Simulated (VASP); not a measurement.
# SiNi (Pnma) in VASP: notebook

Runs on SiNi. Level: PBEsol. Tasks: single point.

Program: VASP 6.6.1. These are calculated values, not measurements. Logs are shortened: lines on timing, memory, paths and dates and some standing lists are left out, and cuts for length are marked.

### 1 The cell of the first run

It takes space group Pnma (No. 62, orthorhombic). The conventional cell has a = 5.088 Å, b = 3.425 Å, c = 5.528 Å, α = 90.00°, β = 90.00°, γ = 90.00°. Within 3.0 Å of Si (site symmetry m) lie 6 Ni at 2.26 to 2.40 Å and 2 Si at 2.67 Å. Ni (site symmetry m) has 6 Si at 2.26 to 2.40 Å and 4 Ni at 2.64 to 2.69 Å within 3.0 Å.

### 2 Single point, PBEsol (strain +0.0200 x Voigt [0, 1, 0, 0, 0, 0])

Contents of INCAR:

```
SYSTEM = SiNi
PREC = Accurate
ENCUT = 520
EDIFF = 1E-6
ISMEAR = 0
SIGMA = 0.15
LREAL = .FALSE.
LASPH = .TRUE.
NELM = 60
ALGO = Fast
ISIF = 2
LWAVE = .FALSE.
LCHARG = .FALSE.
GGA = PS
NBANDS = 38
```

Contents of KPOINTS:

```
regular mesh
0
G
  8 12 8
  0 0 0
```

Contents of POSCAR:

```
SiNi
1.0
    5.0878282843      0.0000000000      0.0000000000
    0.0000000000      3.4249269208      0.0000000000
    0.0000000000      0.0000000000      5.5278301702
Si Ni
4 4
Direct
    0.3214276657      0.7500000000      0.0865554855
    0.1785723343      0.2500000000      0.5865554855
    0.8214276657      0.7500000000      0.4134445145
    0.6785723343      0.2500000000      0.9134445145
    0.0093007310      0.2500000000      0.1873863638
    0.4906992690      0.7500000000      0.6873863638
    0.5093007310      0.2500000000      0.3126136362
    0.9906992690      0.7500000000      0.8126136362
```

Potentials or basis: VASP PAW PBE potentials, release 64 (Si, Ni).

Run with:

```bash
$ cat potpaw_PBE.64/Si/POTCAR potpaw_PBE.64/Ni/POTCAR > POTCAR
$ mpirun -np 1 vasp_std > vasp.out
```

OUTCAR:

```text
SYSTEM = SiNi
   PREC = Accurate
   ENCUT = 520
   EDIFF = 1E-6
   ISMEAR = 0
   LREAL = .FALSE.
   LASPH = .TRUE.
   NELM = 60
   ISIF = 2
   GGA = PS

 ion  position               nearest neighbor table
   1  0.321  0.750  0.087-   8 2.26   7 2.33   7 2.33   6 2.37   5 2.40   5 2.40   4 2.67   4 2.67
                             3 3.12   3 3.12
   2  0.179  0.250  0.587-   7 2.26   8 2.33   8 2.33   5 2.37   6 2.40   6 2.40   3 2.67   3 2.67
                             4 3.12   4 3.12
   3  0.821  0.750  0.413-   6 2.26   5 2.33   5 2.33   8 2.37   7 2.40   7 2.40   2 2.67   2 2.67
                             1 3.12   1 3.12
   4  0.679  0.250  0.913-   5 2.26   6 2.33   6 2.33   7 2.37   8 2.40   8 2.40   1 2.67   1 2.67
                             2 3.12   2 3.12
   5  0.009  0.250  0.187-   4 2.26   3 2.33   3 2.33   2 2.37   1 2.40   1 2.40   7 2.64   7 2.64
                             8 2.69   8 2.69
   6  0.491  0.750  0.687-   3 2.26   4 2.33   4 2.33   1 2.37   2 2.40   2 2.40   8 2.64   8 2.64
                             7 2.69   7 2.69
   7  0.509  0.250  0.313-   2 2.26   1 2.33   1 2.33   4 2.37   3 2.40   3 2.40   5 2.64   5 2.64
                             6 2.69   6 2.69
   8  0.991  0.750  0.813-   1 2.26   2 2.33   2 2.33   3 2.37   4 2.40   4 2.40   6 2.64   6 2.64
                             5 2.69   5 2.69

  LATTYP: Found a simple orthorhombic cell.
 ALAT       =     3.4249269208
 B/A-ratio  =     1.4855290060
 C/A-ratio  =     1.6139994511

  Lattice vectors:

 A1 = (   0.0000000000,  -3.4249269208,   0.0000000000)
 A2 = (   5.0878282843,   0.0000000000,   0.0000000000)
 A3 = (   0.0000000000,   0.0000000000,   5.5278301702)

Analysis of symmetry for initial positions (statically):
=====================================================================
 Subroutine PRICEL returns:
 Original cell was already a primitive cell.

 Routine SETGRP: Setting up the symmetry group for a
 simple orthorhombic supercell.

 Subroutine GETGRP returns: Found  8 space group operations
 (whereof  2 operations were pure point group operations)
 out of a pool of  8 trial point group operations.

The static configuration has the point symmetry S_2 .
 The point group associated with its full space group is D_2h.

Analysis of symmetry for dynamics (positions and initial velocities):
=====================================================================
 Subroutine PRICEL returns:
 Original cell was already a primitive cell.

 Routine SETGRP: Setting up the symmetry group for a
 simple orthorhombic supercell.

 Subroutine GETGRP returns: Found  8 space group operations
 (whereof  2 operations were pure point group operations)
 out of a pool of  8 trial point group operations.

The dynamic configuration has the point symmetry S_2 .
 The point group associated with its full space group is D_2h.

 Subroutine INISYM returns: Found  8 space group operations
 (whereof  2 operations are pure point group operations),
 and found     1 'primitive' translations

----------------------------------------------------------------------------------------

                                     Primitive cell

  volume of cell :      96.3249

  direct lattice vectors                    reciprocal lattice vectors
     5.087828284  0.000000000  0.000000000     0.196547514  0.000000000  0.000000000
     0.000000000  3.424926921  0.000000000     0.000000000  0.291977033  0.000000000
     0.000000000  0.000000000  5.527830170     0.000000000  0.000000000  0.180902808

  length of vectors
     5.087828284  3.424926921  5.527830170     0.196547514  0.291977033  0.180902808

  position of ions in fractional coordinates (direct lattice)
     0.321427666  0.750000000  0.086555485
     0.178572334  0.250000000  0.586555485
     0.821427666  0.750000000  0.413444515
     0.678572334  0.250000000  0.913444515
     0.009300731  0.250000000  0.187386364
     0.490699269  0.750000000  0.687386364
     0.509300731  0.250000000  0.312613636
     0.990699269  0.750000000  0.812613636

  ion indices of the primitive-cell ions
   primitive index   ion index
                 1           1
                 2           2
                 3           3
                 4           4
                 5           5
                 6           6
                 7           7
                 8           8

----------------------------------------------------------------------------------------

 KPOINTS: regular mesh

Automatic generation of k-mesh.
 Grid dimensions read from file:
 generate k-points for:    8   12    8

 Generating k-lattice:

  Cartesian coordinates                     Fractional coordinates (reciprocal lattice)
     0.024568439  0.000000000  0.000000000     0.125000000  0.000000000  0.000000000
     0.000000000  0.024331419  0.000000000     0.000000000  0.083333333  0.000000000
     0.000000000  0.000000000  0.022612851     0.000000000  0.000000000  0.125000000

  Length of vectors
     0.024568439  0.024331419  0.022612851

  Shift w.r.t. Gamma in fractional coordinates (k-lattice)
     0.000000000  0.000000000  0.000000000

 Subroutine IBZKPT returns following result:
 ===========================================

 Found    175 irreducible k-points:

 Following reciprocal coordinates:
            Coordinates               Weight
  0.000000  0.000000  0.000000      1.000000
  0.125000  0.000000  0.000000      2.000000
  0.250000  0.000000  0.000000      2.000000
  0.375000  0.000000  0.000000      2.000000
  0.500000  0.000000  0.000000      1.000000
  0.000000  0.083333  0.000000      2.000000
[... 16 lines left out ...]
  0.250000  0.333333  0.000000      4.000000
  0.375000  0.333333  0.000000      4.000000
 [... further k-points ...]
   k-points           NKPTS =    175   k-points in BZ     NKDIM =    175   number of bands    NBANDS=     38
   number of dos      NEDOS =    301   number of ions     NIONS =      8
   total plane-waves  NPLWV =  47040
   dimension x,y,z NGX =    40 NGY =   28 NGZ =   42
   dimension x,y,z NGXF=    80 NGYF=   56 NGZF=   84
   ions per type =               4   4
   NGX,Y,Z   is equivalent  to a cutoff of  13.07, 13.59, 12.63 a.u.
   NGXF,Y,Z  is equivalent  to a cutoff of  26.14, 27.18, 25.26 a.u.
 SYSTEM =  SiNi
   PREC   = accura    normal or accurate (medium, high low for compatibility)
   ISTART =      0    job   : 0-new  1-cont  2-samecut
   ICHARG =      2    charge: 1-file 2-atom 10-const
   ISPIN  =      1    spin polarized calculation?
   LNONCOLLINEAR =      F non collinear calculations
   LSORBIT =      F    spin-orbit coupling
   LASPH  =      T    aspherical Exc in radial PAW
   ENCUT  =  520.0 eV  38.22 Ry    6.18 a.u.   9.46  6.37 10.28*2*pi/ulx,y,z
   NELM   =     60;   NELMIN=  2; NELMDL= -5     # of ELM steps
   EDIFF  = 0.1E-05   stopping-criterion for ELM
   LREAL  =      F    real-space projection
[... 7 lines left out ...]
   TEBEG  =    0.0;   TEEND  =   0.0 temperature during run
   PSTRESS=    0.0 pullay stress
   NELECT =      56.0000    total number of electrons
   NUPDOWN=      -1.0000    fix difference up-down
   EMIN   =  10.00;   EMAX   =-10.00  energy-range for DOS
   EFERMI =   0.00;   METHOD = LEGACY
   ISMEAR =     0;   SIGMA  =   0.15  broadening in eV -4-tet -1-fermi 0-gaus
   EFERMI_NEDOS =   21; number of points for ismear=-14 and -15
   IALGO  =     68    algorithm
   IMIX   =      4    mixing-type and parameters
     AMIX     =   0.40;   BMIX     =  1.00
     AMIX_MAG =   1.60;   BMIX_MAG =  1.00
  volume/ion in A,a.u.               =      12.04        81.25
  Fermi-wavevector in a.u.,A,eV,Ry     =   1.366338  2.582004 25.400424  1.866878
  Thomas-Fermi vector in A             =   2.492487
   LORBIT       =      0    0 simple, 1 ext, 2 COOP (PROOUT), +10 PAW based schemes
   GGA     = PS    functional components
   LHFCALC =     F    Hartree Fock is set to
   AEXX    =    0.0000 exact exchange contribution
   IVDW    =     0    specifies the selected vdW correction
   LEPSILON=     F    determine dielectric tensor
   LRPA    =     F    only Hartree local field effects (RPA)
 non-spin polarized calculation
 RMM-DIIS sequential band-by-band and
 Gauss-broadening in eV      SIGMA  =   0.15
  energy-cutoff  :      520.00
  volume of cell :       96.32
 maximum number of plane-waves:      2626
 NGX is ok and might be reduce to    40
   NGX = 19   NGY = 13   NGZ = 21

 number of electron      56.0000006 magnetization

 Free energy of the ion-electron system (eV)
  ---------------------------------------------------
  ext. energy  EPLUGINS =         0.00000000
  ---------------------------------------------------
  free energy    TOTEN  =       -52.24508752 eV

  energy without entropy =      -52.22468257  energy(sigma->0) =      -52.23488504

 E-fermi :  10.3931     XC(G=0): -12.3561

 val. band max:       10.3908661423   @ k =   0.0000   0.0000   0.3750
 cond. band min:      10.3962849149   @ k =   0.1250   0.5000   0.2500
 fundamental gap:      0.0054187726
 Fermi energy:        10.3931488850

 k-point     1 :       0.0000    0.0000    0.0000
  band No.  band energies     occupation
      1      -2.6319      2.00000
      2       0.8908      2.00000
      3       2.0450      2.00000
      4       2.7092      2.00000
      5       3.8985      2.00000
      6       4.3757      2.00000
[... 30 lines left out ...]
     37      16.3862      0.00000
     38      16.8002      0.00000

 k-point     2 :       0.1250    0.0000    0.0000
  band No.  band energies     occupation
      1      -2.5452      2.00000
      2       0.7037      2.00000
      3       2.1074      2.00000
      4       2.3795      2.00000
      5       4.2651      2.00000
      6       4.4852      2.00000
[... 30 lines left out ...]
     37      16.4412      0.00000
     38      16.8921      0.00000

 k-point     3 :       0.2500    0.0000    0.0000
  band No.  band energies     occupation
      1      -2.2868      2.00000
      2       0.1343      2.00000
      3       2.1928      2.00000
      4       2.2730      2.00000
      5       4.0063      2.00000
      6       4.9688      2.00000
[... 30 lines left out ...]
     37      15.9760      0.00000
     38      16.5393      0.00000

 k-point     4 :       0.3750    0.0000    0.0000
  band No.  band energies     occupation
      1      -1.8638      2.00000
      2      -0.5985      2.00000
      3       2.2828      2.00000
      4       2.4459      2.00000
      5       3.8035      2.00000
      6       4.3960      2.00000
[... 30 lines left out ...]
     37      15.9359      0.00000
     38      16.5596      0.00000
[... 703 lines left out ...]
      4       2.9739      2.00000
      5       4.0644      2.00000
      6       4.8506      2.00000
[... 30 lines left out ...]
     37      15.3852      0.00000
     38      16.5763      0.00000

 k-point    23 :       0.2500    0.3333    0.0000
  band No.  band energies     occupation
      1      -0.9447      2.00000
      2       1.2508      2.00000
      3       2.3041      2.00000
      4       2.8407      2.00000
      5       4.3380      2.00000
      6       4.6491      2.00000
[... 30 lines left out ...]
     37      16.2979      0.00000
     38      17.7630      0.00000

 k-point    24 :       0.3750    0.3333    0.0000
  band No.  band energies     occupation
      1      -0.5505      2.00000
      2       0.6042      2.00000
      3       2.4810      2.00000
      4       2.7726      2.00000
      5       4.4691      2.00000
      6       4.6678      2.00000
[... 30 lines left out ...]
     37      16.3162      0.00000
     38      17.2756      0.00000

 [... further k-points ...]

------------------------ aborting loop because EDIFF is reached ----------------------------------------

  FORCE on cell =-STRESS in cart. coord.  units (eV):
  Direction    XX          YY          ZZ          XY          YZ          ZX
  --------------------------------------------------------------------------------------
  -------------------------------------------------------------------------------------
  Total       -1.8408153     -3.5911903     -1.8595033     -0.0000000      0.0000000      0.0000000
  in kB      -30.6183899    -59.7324813    -30.9292285     -0.0000000      0.0000000      0.0000000
  external PRESSURE =     -40.4266999 kB  Pullay stress =       0.0000000 kB

 VOLUME and BASIS-vectors are now :
 -----------------------------------------------------------------------------
  energy-cutoff  :      520.00
  volume of cell :       96.32
      direct lattice vectors                 reciprocal lattice vectors
     5.087828284  0.000000000  0.000000000     0.196547514  0.000000000  0.000000000
     0.000000000  3.424926921  0.000000000     0.000000000  0.291977033  0.000000000
     0.000000000  0.000000000  5.527830170     0.000000000  0.000000000  0.180902808

 POSITION                                       TOTAL-FORCE (eV/Angst)
 -----------------------------------------------------------------------------------
      1.63537      2.56870      0.47846         0.004836     -0.000000      0.140609
      0.90855      0.85623      3.24238        -0.004836      0.000000      0.140609
      4.17928      2.56870      2.28545         0.004836     -0.000000     -0.140609
      3.45246      0.85623      5.04937        -0.004836     -0.000000     -0.140609
      0.04732      0.85623      1.03584         0.019750      0.000000      0.066182
      2.49659      2.56870      3.79976        -0.019750      0.000000      0.066182
      2.59123      0.85623      1.72808         0.019750     -0.000000     -0.066182
      5.04051      2.56870      4.49199        -0.019750     -0.000000     -0.066182
 -----------------------------------------------------------------------------------
    total drift:                                0.000000      0.000000     -0.000000

  FREE ENERGIE OF THE ION-ELECTRON SYSTEM (eV)
  ---------------------------------------------------
  free  energy   TOTEN  =       -52.2450875184 eV

  energy  without entropy=      -52.2246825650  energy(sigma->0) =      -52.23488504
```

It took 11 min on 1 thread of Oxide Virtual Turin-like, shared host; peak memory 0.52 GiB.

Results:

```yaml
Free_energy: -52.2451 eV
Pressure: -4.0 GPa
Largest_force: 0.141 eV/Å
Band_gap_on_the_k_mesh: zero (bands 28 and 29 overlap by 1.92 eV)
```

Forces in eV/Å, atoms in the order of the input:
```
Si   0.005  0.000  0.141
Si  -0.005  0.000  0.141
Si   0.005  0.000 -0.141
Si  -0.005  0.000 -0.141
Ni   0.020  0.000  0.066
Ni  -0.020  0.000  0.066
Ni   0.020  0.000 -0.066
Ni  -0.020  0.000 -0.066
```

Stress tensor (GPa, compression positive):
```
-3.06  0.00  0.00
 0.00 -5.97  0.00
 0.00  0.00 -3.09
```

Levels at points of the mesh, in eV from the Fermi level:
| k point | band 25 | band 26 | band 27 | band 28 | band 29 | band 30 | band 31 | band 32 |
| --- | --- | --- | --- | --- | --- | --- | --- | --- |
| (0.00, 0.00, 0.00) | -1.68 | -1.51 | -1.10 | -0.84 | 0.74 | 1.40 | 3.17 | 3.62 |
| (0.50, 0.00, 0.00) | -1.81 | -1.81 | 0.83 | 0.83 | 1.20 | 1.20 | 3.43 | 3.43 |
| (0.00, 0.50, 0.00) | -1.95 | -1.95 | -1.35 | -1.35 | -0.57 | -0.57 | 2.04 | 2.04 |
| (0.50, 0.50, 0.00) | -1.68 | -1.68 | -1.68 | -1.68 | 0.48 | 0.48 | 0.48 | 0.48 |
| (0.00, 0.00, 0.50) | -1.30 | -1.30 | -0.13 | -0.13 | 0.69 | 0.69 | 3.21 | 3.21 |
| (0.50, 0.00, 0.50) | -0.85 | -0.85 | 0.93 | 0.93 | 2.16 | 2.16 | 2.45 | 2.45 |
| (0.00, 0.50, 0.50) | -2.02 | -2.02 | -1.66 | -1.66 | 0.25 | 0.25 | 1.30 | 1.30 |
| (0.50, 0.50, 0.50) | -1.90 | -1.90 | -1.90 | -1.90 | 2.64 | 2.64 | 2.64 | 2.64 |

Caveat: the cell differs from its parent crystal (strain +0.0200 x Voigt [0, 1, 0, 0, 0, 0]); the cell stands under tension; the PAW data sets were made with another functional, which shifts forces and pressure a little. Spin polarisation is off, so any magnetic state and its effect on volume and gap are missing.

(Continued in part 2 of 2.)
